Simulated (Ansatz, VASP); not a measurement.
## One calculation of CsGeF3, two programs

```
Cs Ge F
1.0
     4.40659    0.00000    0.00000
     0.00000    4.49652    0.00000
     0.00000    0.00000    4.49652
Cs Ge F
1 1 3
Direct
  0.00000 0.00000 0.00000
  0.50000 0.50000 0.50000
  0.50000 0.50000 0.00000
  0.50000 0.00000 0.50000
  0.00000 0.50000 0.50000
```

Change from the starting cell: uniaxial_x strain -2.0%.

Alike in both runs: task single point; functional PBE; k mesh 6 × 6 × 6; occupations fermi-dirac, width 0.02 eV; no spin polarisation.

```csv
,VASP,Ansatz
version,VASP 6.6.1,Ansatz 0.2.0
potentials or method,"VASP PAW PBE potentials, release 64 (Cs_sv, Ge_d, F)","plane waves, PAW"
plane-wave cutoff (eV),520,420
valence electrons in the cell,44,44
```

Ansatz gave:

* gap on the k mesh at the Fermi level (eV): 1.71
* pressure (GPa): 3.7
* traceless stress, the component that is largest in VASP (GPa): 0.89

Q: Estimate VASP's values.

A: gap on the k mesh at the Fermi level (eV): 1.69; pressure (GPa): 3.5; traceless stress, the component that is largest in VASP (GPa): 0.91.

The functional is the same, so the differences come from potentials, cutoffs and numerics.

Spin-orbit coupling is off throughout.
